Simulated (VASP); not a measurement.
Wanted: the native input for a VASP 6.6.1 run.

| Property | Result |
| --- | --- |
| Task | single point |
| Functional | PBE |
| Potentials or basis | VASP PAW PBE potentials, release 64 (Rh_pv, Cl) |
| Cutoff | 520 eV |
| k mesh | 10 × 10 × 16 |
| Occupations | gaussian, width 0.1 eV |
| Spin | no spin polarisation |
| Dipole correction | no |
| Further INCAR settings | ALGO = Normal; EDIFF = 1e-06; NBANDS = 30 |

The structure of RhCl lies in POSCAR:

```
RhCl
1.0
    4.8666269938      0.0000000000      0.0000000000
    0.0000000000      4.8666269938      0.0000000000
    0.0000000000      0.0000000000      2.9665498092
Rh Cl
2 2
Direct
    0.0000000000      0.5000000000      0.0015773679
    0.5000000000      0.0000000000      0.9984226321
    0.0000000000      0.0000000000      0.0000000000
    0.5000000000      0.5000000000      0.0000000000
```

These files were run (other wordings do the same):

INCAR

```
ALGO = Normal
EDIFF = 1E-6
ENCUT = 520
GGA = PE
ISIF = 2
ISMEAR = 0
LASPH = T
LCHARG = F
LREAL = F
LWAVE = F
NBANDS = 30
NELM = 80
PREC = Accurate
SIGMA = 0.1
```

KPOINTS

```
k-points
0
Gamma
  10 10 16
```

Potentials or basis: VASP PAW PBE potentials, release 64 (Rh_pv, Cl).

Command:

```sh
$ cat potpaw_PBE.64/Rh_pv/POTCAR potpaw_PBE.64/Cl/POTCAR > POTCAR
$ mpirun -np 1 vasp_std > vasp.out
```

Results of the run:

* Pressure: 0.0 GPa
* Band gap on the k mesh: zero (bands 22 and 23 overlap by 1.99 eV)

Run time: 7.9 min on 1 thread of Oxide Virtual Turin-like Processor (shared host), peak memory 0.38 GiB.
